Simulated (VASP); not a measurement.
# Ge (P6_3mc) in VASP: notebook, part 3 of 3

VASP 6.6.1. The steps go on from the part before.

### Step 5. Single point, PBEsol+D4

INCAR reads:

```
SYSTEM = Ge
ALGO = Normal
EDIFF = 1E-7
ENCUT = 520
GGA = PS
ISIF = 2
ISMEAR = 1
IVDW = 13
LASPH = .TRUE.
LCHARG = .FALSE.
LREAL = .FALSE.
LWAVE = .FALSE.
NBANDS = 36
NELM = 100
PREC = Accurate
SIGMA = 0.1
```

KPOINTS reads:

```
k-points
0
G
  6 6 2
  0 0 0
```

POSCAR reads:

```
Ge
1.0
    4.0504050000      0.0000000000      0.0000000000
   -2.0252020000      3.5077530000      0.0000000000
    0.0000000000      0.0000000000     10.9933590000
Ge
4
Direct
    0.0000000000      0.0000000000      0.9774520000
    0.0000000000      0.0000000000      0.4774520000
    0.3333333333      0.6666666667      0.9148480000
    0.6666666667      0.3333333333      0.4148480000
```

Potentials or basis: VASP PAW PBE potentials, release 64 (Ge_d).

On the command line:

```
> cat potpaw_PBE.64/Ge_d/POTCAR > POTCAR
> mpirun -np 1 vasp_std > vasp.out
```

OUTCAR:

```text
SYSTEM = Ge
   EDIFF = 1E-7
   ENCUT = 520
   GGA = PS
   ISIF = 2
   ISMEAR = 1
   IVDW = 13
   LASPH = .TRUE.
   LREAL = .FALSE.
   NELM = 100
   PREC = Accurate

 ion  position               nearest neighbor table
   1  0.000  0.000  0.977-   3 2.44   3 2.44   3 2.44
   2  0.000  0.000  0.477-   4 2.44   4 2.44   4 2.44
   3  0.333  0.667  0.915-   1 2.44   1 2.44   1 2.44
   4  0.667  0.333  0.415-   2 2.44   2 2.44   2 2.44

  LATTYP: Found a hexagonal cell.
 ALAT       =     4.0504050000
 C/A-ratio  =     2.7141382158

  Lattice vectors:

 A1 = (   4.0504050000,   0.0000000000,   0.0000000000)
 A2 = (  -2.0252020000,   3.5077530000,   0.0000000000)
 A3 = (   0.0000000000,   0.0000000000,  10.9933590000)

Analysis of symmetry for initial positions (statically):
=====================================================================
 Subroutine PRICEL returns:
 Original cell was already a primitive cell.

 Routine SETGRP: Setting up the symmetry group for a
 hexagonal supercell.

 Subroutine GETGRP returns: Found 12 space group operations
 (whereof  6 operations were pure point group operations)
 out of a pool of 24 trial point group operations.

The static configuration has the point symmetry C_3v.
 The point group associated with its full space group is C_6v.

Analysis of symmetry for dynamics (positions and initial velocities):
=====================================================================
 Subroutine PRICEL returns:
 Original cell was already a primitive cell.

 Routine SETGRP: Setting up the symmetry group for a
 hexagonal supercell.

 Subroutine GETGRP returns: Found 12 space group operations
 (whereof  6 operations were pure point group operations)
 out of a pool of 24 trial point group operations.

The dynamic configuration has the point symmetry C_3v.
 The point group associated with its full space group is C_6v.

 Subroutine INISYM returns: Found 12 space group operations
 (whereof  6 operations are pure point group operations),
 and found     1 'primitive' translations

----------------------------------------------------------------------------------------

                                     Primitive cell

  volume of cell :     156.1917

  direct lattice vectors                    reciprocal lattice vectors
     4.050405000  0.000000000  0.000000000     0.246888891  0.142541358  0.000000000
    -2.025202000  3.507753000  0.000000000     0.000000000  0.285082787  0.000000000
     0.000000000  0.000000000 10.993359000     0.000000000  0.000000000  0.090964008

  length of vectors
     4.050405000  4.050404208 10.993359000     0.285082731  0.285082787  0.090964008

  position of ions in fractional coordinates (direct lattice)
     0.000000000  0.000000000  0.977452000
     0.000000000  0.000000000  0.477452000
     0.333333333  0.666666667  0.914848000
     0.666666667  0.333333333  0.414848000

  ion indices of the primitive-cell ions
   primitive index   ion index
                 1           1
                 2           2
[... 26 lines left out ...]

 Found     14 irreducible k-points:

 Following reciprocal coordinates:
            Coordinates               Weight
  0.000000  0.000000  0.000000      1.000000
  0.166667  0.000000  0.000000      6.000000
  0.333333  0.000000  0.000000      6.000000
  0.500000  0.000000  0.000000      3.000000
  0.166667  0.166667  0.000000      6.000000
  0.333333  0.166667  0.000000     12.000000
  0.333333  0.333333  0.000000      2.000000
  0.000000  0.000000  0.500000      1.000000
  0.166667  0.000000  0.500000      6.000000
  0.333333  0.000000  0.500000      6.000000
  0.500000  0.000000  0.500000      3.000000
  0.166667  0.166667  0.500000      6.000000
  0.333333  0.166667  0.500000     12.000000
  0.333333  0.333333  0.500000      2.000000
   k-points           NKPTS =     14   k-points in BZ     NKDIM =     14   number of bands    NBANDS=     36
   number of dos      NEDOS =    301   number of ions     NIONS =      4
   total plane-waves  NPLWV =  75600
   dimension x,y,z NGX =    30 NGY =   30 NGZ =   84
   dimension x,y,z NGXF=    60 NGYF=   60 NGZF=  168
   ions per type =               4
   NGX,Y,Z   is equivalent  to a cutoff of  12.31, 12.31, 12.70 a.u.
   NGXF,Y,Z  is equivalent  to a cutoff of  24.63, 24.63, 25.41 a.u.
 SYSTEM =  Ge
   PREC   = accura    normal or accurate (medium, high low for compatibility)
   ISTART =      0    job   : 0-new  1-cont  2-samecut
   ICHARG =      2    charge: 1-file 2-atom 10-const
   ISPIN  =      1    spin polarized calculation?
   LNONCOLLINEAR =      F non collinear calculations
   LSORBIT =      F    spin-orbit coupling
   LASPH  =      T    aspherical Exc in radial PAW
   ENCUT  =  520.0 eV  38.22 Ry    6.18 a.u.   7.53  7.53 20.44*2*pi/ulx,y,z
   NELM   =    100;   NELMIN=  2; NELMDL= -5     # of ELM steps
   EDIFF  = 0.1E-06   stopping-criterion for ELM
   LREAL  =      F    real-space projection
   EDIFFG = 0.1E-05   stopping-criterion for IOM
   NSW    =      0    number of steps for IOM
   IBRION =     -1    ionic relax: 0-MD 1-quasi-New 2-CG
   NFREE  =      0    steps in history (QN), initial steepest desc. (CG)
   ISIF   =      2    stress and relaxation
   ISYM   =      2    0-nonsym 1-usesym 2-fastsym
   POTIM  = 0.5000    time-step for ionic-motion
   TEBEG  =    0.0;   TEEND  =   0.0 temperature during run
   PSTRESS=    0.0 pullay stress
   NELECT =      56.0000    total number of electrons
   NUPDOWN=      -1.0000    fix difference up-down
   EMIN   =  10.00;   EMAX   =-10.00  energy-range for DOS
   EFERMI =   0.00;   METHOD = LEGACY
   ISMEAR =     1;   SIGMA  =   0.10  broadening in eV -4-tet -1-fermi 0-gaus
   EFERMI_NEDOS =   21; number of points for ismear=-14 and -15
   IALGO  =     38    algorithm
   IMIX   =      4    mixing-type and parameters
     AMIX     =   0.40;   BMIX     =  1.00
     AMIX_MAG =   1.60;   BMIX_MAG =  1.00
  volume/ion in A,a.u.               =      39.05       263.51
  Fermi-wavevector in a.u.,A,eV,Ry     =   1.163014  2.197777 18.403257  1.352601
  Thomas-Fermi vector in A             =   2.299568
   LORBIT       =      0    0 simple, 1 ext, 2 COOP (PROOUT), +10 PAW based schemes
   GGA     = PS    functional components
   LHFCALC =     F    Hartree Fock is set to
   AEXX    =    0.0000 exact exchange contribution
   IVDW    =    13    specifies the selected vdW correction
   LEPSILON=     F    determine dielectric tensor
   LRPA    =     F    only Hartree local field effects (RPA)
 non-spin polarized calculation
 Methfessel and Paxton  Order N= 1 SIGMA  =   0.10
  energy-cutoff  :      520.00
  volume of cell :      156.19
 maximum number of plane-waves:      4241
   NGX = 15   NGY = 15   NGZ = 41

 number of electron      55.9999985 magnetization

 Free energy of the ion-electron system (eV)
  ---------------------------------------------------
  ext. energy  EPLUGINS =         0.00000000
  ---------------------------------------------------
  free energy    TOTEN  =       -17.40703684 eV

  energy without entropy =      -17.40248074  energy(sigma->0) =      -17.40551814

 E-fermi :   0.7189     XC(G=0):  -7.3162

 val. band max:        0.7163680152   @ k =   0.3333   0.3333   0.5000
 cond. band min:       0.7246014605   @ k =   0.3333   0.3333   0.5000
 fundamental gap:      0.0082334452
 Fermi energy:         0.7189430855

 k-point     1 :       0.0000    0.0000    0.0000
  band No.  band energies     occupation
      1     -23.7198      2.00000
      2     -23.7198      2.00000
      3     -23.7198      2.00000
      4     -23.7198      2.00000
      5     -23.6746      2.00000
      6     -23.6745      2.00000
[... 535 lines left out ...]
     35       6.9283      0.00000
     36       6.9283      0.00000

------------------------ aborting loop because EDIFF is reached ----------------------------------------

  DFT-D4 for vdW energy calculation

  Edisp (eV):   -0.52320

  FORCE on cell =-STRESS in cart. coord.  units (eV):
  Direction    XX          YY          ZZ          XY          YZ          ZX
  --------------------------------------------------------------------------------------
  -------------------------------------------------------------------------------------
  Total      -2.50687    -2.50687    -1.27883    -0.00000    -0.00000     0.00000
  in kB     -25.71484   -25.71483   -13.11795    -0.00000    -0.00000     0.00000
  external pressure =      -21.52 kB  Pullay stress =        0.00 kB

 VOLUME and BASIS-vectors are now :
 -----------------------------------------------------------------------------
  energy-cutoff  :      520.00
  volume of cell :      156.19
      direct lattice vectors                 reciprocal lattice vectors
     4.050405000  0.000000000  0.000000000     0.246888891  0.142541358  0.000000000
    -2.025202000  3.507753000  0.000000000     0.000000000  0.285082787  0.000000000
     0.000000000  0.000000000 10.993359000     0.000000000  0.000000000  0.090964008

 POSITION                                       TOTAL-FORCE (eV/Angst)
 -----------------------------------------------------------------------------------
      0.00000      0.00000     10.74548        -0.000000      0.000000     -0.156158
      0.00000      0.00000      5.24880         0.000000     -0.000000     -0.156158
      0.00000      2.33850     10.05725         0.000000     -0.000000      0.156158
      2.02520      1.16925      4.56057        -0.000000      0.000000      0.156158
 -----------------------------------------------------------------------------------
    total drift:                               -0.000000     -0.000000      0.001791

  FREE ENERGIE OF THE ION-ELECTRON SYSTEM (eV)
  ---------------------------------------------------
  free  energy   TOTEN  =       -17.9302382094 eV

  energy  without entropy=      -17.9256821157  energy(sigma->0) =      -17.92871951
```

It took 94 s on 1 thread of Intel Xeon 6975P-C, shared host; peak memory 0.28 GiB.

Results:

- Free energy: -17.9302 eV
- Pressure: -2.2 GPa
- Largest force: 0.156 eV/Å
- Band gap on the k mesh: zero (filled and empty bands touch)
- Dispersion energy per atom: -0.131 eV

Forces on the atoms (eV/Å):
```
Ge   0.000  0.000 -0.156
Ge   0.000  0.000 -0.156
Ge   0.000  0.000  0.156
Ge   0.000  0.000  0.156
```

Levels at points of the mesh, in eV from the Fermi level:
| k point | band 24 | band 25 | band 26 | band 27 | band 28 | band 29 | band 30 | band 31 | band 32 | band 33 |
| --- | --- | --- | --- | --- | --- | --- | --- | --- | --- | --- |
| (0.00, 0.00, 0.00) | -3.29 | -0.45 | -0.45 | -0.44 | -0.44 | 0.35 | 0.54 | 1.65 | 3.78 | 3.83 |
| (0.50, 0.00, 0.00) | -7.37 | -1.98 | -1.96 | -1.26 | -1.08 | 0.60 | 0.82 | 1.55 | 1.62 | 5.00 |
| (0.00, 0.00, 0.50) | -3.53 | -0.45 | -0.45 | -0.45 | -0.45 | 0.40 | 0.40 | 2.62 | 2.62 | 3.85 |
| (0.50, 0.00, 0.50) | -7.38 | -1.97 | -1.97 | -1.16 | -1.16 | 0.66 | 0.66 | 1.59 | 1.59 | 5.56 |

Caveat: the PAW data sets were made with another functional, which shifts forces and pressure a little; pairwise dispersion overbinds metals, which lowers pressure and volume.

### Step 6. Overview

| smearing | gap on the mesh (eV) | pressure (GPa) | largest force (eV/Å) |
| --- | --- | --- | --- |
| methfessel-paxton 0.5 eV | none | -2.2 | 0.18 |
| methfessel-paxton 0.3 eV | none | -2.2 | 0.16 |
| methfessel-paxton 0.2 eV | none | -2.2 | 0.16 |
| methfessel-paxton 0.1 eV | none | -2.2 | 0.16 |

Alike in all rows: task single point; level PBEsol+D4; potentials or basis VASP PAW PBE potentials, release 64 (Ge_d); no spin polarisation; cell as given; k mesh 6 × 6 × 2; cutoff (eV) 520.

Every run on the cell as given and a fine mesh finds a metal.

Caveats: the PAW data sets were made with another functional, which shifts forces and pressure a little; pairwise dispersion overbinds metals, which lowers pressure and volume.

Total energies depend on the potentials used, so only differences within one code and one set of settings carry meaning.
